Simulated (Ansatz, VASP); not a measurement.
## Two plane-wave programs on Te

INCAR

```
SYSTEM = Te
PREC     = Accurate       ! precision mode
ENCUT    = 520            ! plane-wave cutoff, eV
EDIFF    = 1E-6           ! SCF threshold, eV
ISMEAR   = -1             ! smearing method
SIGMA    = 0.1            ! smearing width, eV
LREAL    = .False.        ! projectors in reciprocal space
LASPH    = .True.         ! aspherical terms in the spheres
NELM     = 60             ! most SCF steps
ALGO     = Normal         ! electronic algorithm
ISIF     = 2              ! what is computed and relaxed
LWAVE    = .False.        ! write WAVECAR
LCHARG   = .False.        ! write CHGCAR
NBANDS   = 13             ! bands
```

The input KPOINTS:

```
regular mesh
0
Gamma
  11 11 8
  0 0 0
```

POSCAR

```
Te
1.0
    3.7818339816      0.0000000000      0.0000000000
   -1.8909169908      3.2751643010      0.0000000000
    0.0000000000      0.0000000000      4.2825817501
Te
2
Direct
    0.3333333333      0.6666666667      0.2500000000
    0.6666666667      0.3333333333      0.7500000000
```

Input for Ansatz:

```yaml
crystal:
  lattice:
    - [3.7818339816, 0.0, 0.0]
    - [-1.8909169908, 3.275164301, 0.0]
    - [0.0, 0.0, 4.2825817501]
  atoms:
    - { symbol: Te, position: [0.3333333333, 0.6666666667, 0.25] }
    - { symbol: Te, position: [0.6666666667, 0.3333333333, 0.75] }
hamiltonian:
  xc: lda
  pseudopotentials:
    kind: paw
    azcp:
      Te: "pseudopotentials/Te.paw.azcp"
basis:
  ecutwfc: 420
  fft_grid_basis: typed
kpoints:
  mp_grid: { grid: [11, 11, 8], shift: [0, 0, 0] }
magnetization:
  spin_polarized: false
scf:
  occupations: { method: fermi_dirac, width: 0.1 }
  lower_state_search: "off"
output:
  stress: true
```

Alike in both runs: task single point; functional LDA; k mesh 11 × 11 × 8; occupations fermi-dirac, width 0.1 eV; no spin polarisation.

```csv
,VASP,Ansatz
version,VASP 6.6.1,Ansatz 0.2.0
potentials or method,"VASP PAW LDA potentials, release 64 (Te), cutoff 520 eV","plane waves (420 eV) with PAW, scalar-relativistic"
valence electrons in the cell,12,32
```

|  | VASP | Ansatz | Ansatz less VASP |
| --- | --- | --- | --- |
| pressure (GPa) | 6.4 | 6.2 | -0.14 |
| traceless stress, the component that is largest in VASP (GPa) | 2.06 | 1.92 | -0.134 |

Ansatz warns that its potentials were made for another functional, while VASP's fit it. LDA's correlation is that of Perdew and Zunger in VASP and of Perdew and Wang (1992) in Ansatz. VASP's potentials hold 12 valence electrons a cell and Ansatz's 32, so a difference there can come from the potentials and not from the codes.

Spin-orbit coupling is off throughout.
